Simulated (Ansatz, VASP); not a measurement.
**KF in VASP and in Ansatz**

The input INCAR:

```
PREC = Accurate ; ENCUT = 520
EDIFF = 1E-7 ; ISMEAR = 0
SIGMA = 0.05 ; LREAL = False
LASPH = True ; NELM = 100
ALGO = Normal ; ISIF = 2
LWAVE = False ; LCHARG = False
NBANDS = 15
```

File KPOINTS:

```
regular mesh
0
Gamma
  8 8 8
```

POSCAR

```
KF
1.0
    0.0000000000      2.5817196783      2.5817196783
    2.7624400558      0.0000000000      2.5817196783
    2.7624400558      2.5817196783      0.0000000000
K F
1 1
Direct
    0.0000000000      0.0000000000      0.0000000000
    0.5000000000      0.5000000000      0.5000000000
```

Input for Ansatz:

```yaml
crystal:
  lattice:
    - [0.0, 2.5817196783, 2.5817196783]
    - [2.7624400558, 0.0, 2.5817196783]
    - [2.7624400558, 2.5817196783, 0.0]
  atoms:
    - { symbol: K, position: [0.0, 0.0, 0.0] }
    - { symbol: F, position: [0.5, 0.5, 0.5] }
basis:
  ecutwfc: 520.0
kpoints:
  mp_grid: { grid: [8, 8, 8] }
hamiltonian:
  xc: lda
scf:
  occupations: { method: gaussian, width: 0.05 }
output:
  forces: true
  stress: true
  eigenvalues: true
```

Change from the starting cell: normal strain along x +0.0700, normal strain along z +0.0000.

Alike in both runs: task single point; functional LDA; k mesh 8 × 8 × 8; occupations gaussian, width 0.05 eV; no spin polarisation.

|  | VASP | Ansatz |
| --- | --- | --- |
| version | VASP 6.6.1 | Ansatz 0.2.0 |
| potentials or method | VASP PAW LDA potentials, release 64 (K_sv, F), cutoff 520 eV | scalar-relativistic, plane waves, PAW |
| valence electrons in the cell | 16 | 16 |

```tsv
	VASP	Ansatz	Ansatz less VASP
gap on the k mesh at the Fermi level (eV)	5.91	5.92	+0.018
least direct gap on the mesh (eV)	5.91	5.92	+0.018
pressure (GPa)	-2.0	-2.1	-0.15
traceless stress, the component that is largest in VASP (GPa)	-2.21	-2.08	+0.130
```

LDA's correlation is that of Perdew and Zunger in VASP and of Perdew and Wang (1992) in Ansatz.
